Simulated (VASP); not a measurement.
Ga3Se:

```xyz
4
Lattice="4.4325 0.0000 0.0000 0.0000 4.4325 0.0000 0.0000 0.0000 4.4325" Properties=species:S:1:pos:R:3 pbc="T T T"
Ga    0.0000    2.2162    2.2162
Ga    2.2162    0.0000    2.2162
Ga    2.2162    2.2162    0.0000
Se    0.0000    0.0000    0.0000
```

Base run:

```yaml
Program: VASP 6.6.1
Functional: PBE
Potentials_or_basis: VASP PAW PBE potentials, release 64 (Ga_d, Se)
Cutoff: 520 eV
k_mesh: 4 × 4 × 4, shifted
Occupations: gaussian, width 0.1 eV
Spin: no spin polarisation
```

Its results: pressure -1.5 GPa.

Q: After a change of settings the same cell gave: pressure -0.1 GPa. Which change was it?
A. k mesh from 4 × 4 × 4, shifted to 4 × 4 × 4
B. k mesh from 4 × 4 × 4, shifted to 2 × 2 × 2; further incar settings from ALGO = Normal; EDIFF = 1e-07; NBANDS = 30 to ALGO = Normal; EDIFF = 1e-06; NBANDS = 30
C. k mesh from 4 × 4 × 4, shifted to 1 × 1 × 1; further incar settings from ALGO = Normal; EDIFF = 1e-07; NBANDS = 30 to ALGO = Normal; EDIFF = 1e-06; NBANDS = 30

A: A.
